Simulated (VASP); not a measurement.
Wanted: the native input for a VASP 6.6.1 run.

- Task: single point
- Functional: PBE
- Potentials or basis: VASP PAW PBE potentials, release 64 (Rb_sv, Br)
- Cutoff: 520 eV
- k mesh: 6 × 6 × 6
- Occupations: gaussian, width 0.05 eV
- Spin: no spin polarisation
- Dipole correction: no
- Further INCAR settings: ALGO = Normal; EDIFF = 1e-06; NBANDS = 15

The structure of RbBr lies in POSCAR:

```
RbBr
1.0
    3.8827873972      0.0000000000      0.0000000000
    0.0000000000      3.8827873972      0.0000000000
    0.0000000000      0.0000000000      4.6593448767
Rb Br
1 1
Direct
    0.0000000000      0.0000000000      0.0000000000
    0.5000000000      0.5000000000      0.5000000000
```

This cell differs from its parent crystal: ratio of the length along z to the lengths across it x 1.2, volume and fractional coordinates fixed.

The input as run:

INCAR

```
ALGO = Normal
EDIFF = 1E-6
ENCUT = 520
GGA = PE
ISIF = 2
ISMEAR = 0
LASPH = T
LCHARG = F
LREAL = F
LWAVE = F
NBANDS = 15
NELM = 80
PREC = Accurate
SIGMA = 0.05
```

KPOINTS

```
k-points
0
Gamma
  6 6 6
```

Potentials or basis: VASP PAW PBE potentials, release 64 (Rb_sv, Br).

Command:

```sh
$ cat potpaw_PBE.64/Rb_sv/POTCAR potpaw_PBE.64/Br/POTCAR > POTCAR
$ mpirun -np 1 vasp_std > vasp.out
```

It gave:

```json
{
  "Pressure": "0.8 GPa",
  "Band gap on the k mesh": "3.32 eV, indirect (least direct gap 3.49 eV)"
}
```

Run time: 23 s on 1 thread of Intel(R) Xeon(R) Platinum 8488C (Sapphire Rapids), with other jobs on the host, peak memory 0.19 GiB.
